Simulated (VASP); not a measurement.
**Al: electric field gradients with r2SCAN**

Crystal: Al.

```
Al
1.0
    -1.55939    1.55939    1.59122
     1.55939   -1.55939    1.59122
     1.62304    1.62304   -1.59122
Al
1
Direct
  0.00000 0.00000 0.00000
```

This cell differs from its parent crystal: xy shear strain of +4 %.

```yaml
Program: VASP 6.6.1
Task: electric field gradients
Functional: r2SCAN
Potentials_or_basis: VASP PAW PBE potentials, release 64 (Al)
Cutoff: 520 eV
k_mesh: 18 × 18 × 18
Occupations: fermi-dirac, width 0.08 eV
Spin: no spin polarisation
Dipole_correction: no
Further_INCAR_settings: ALGO = Normal; EDIFF = 1e-08; NBANDS = 8
```

The pressure is 0.3 GPa and the band gap on the k mesh is zero (an odd number of electrons rules out a gap without spin polarisation). The largest electric field gradient by atom is Al -4.4 V/Å².

Stress tensor (GPa, compression positive):
```
 0.42 -2.61  0.00
-2.61  0.42  0.00
 0.00  0.00  0.10
```

Levels at points of the mesh, in eV from the Fermi level:
```tsv
k point	band 1	band 2	band 3	band 4
(0.00, 0.00, 0.00)	-12.04	13.88	13.95	14.49
(0.50, 0.00, 0.00)	-4.82	-4.04	8.66	8.83
(0.50, 0.50, 0.00)	-4.61	-3.64	8.59	8.62
(0.00, 0.00, 0.50)	-5.01	-4.44	8.83	9.43
(0.50, 0.50, 0.50)	1.85	2.03	2.26	2.92
```

Electric field gradients, principal values (V/Å²):
| atom | least | middle | greatest (by size) |
| --- | --- | --- | --- |
| 1 Al | 0.054 | 4.301 | -4.355 |

Wall time 4 min on 1 thread of Intel(R) Xeon(R) Platinum 8375C CPU @ 2.90GHz (Ice Lake) (shared host), peak memory 0.21 GiB.

Caveat: the cell differs from its parent crystal (xy shear strain of +4 %); without QUAD_EFG the Cq values of the log hold for a quadrupole moment of 1 mb, not for the nuclei; the PAW data sets were made with another functional, which shifts forces and pressure a little.
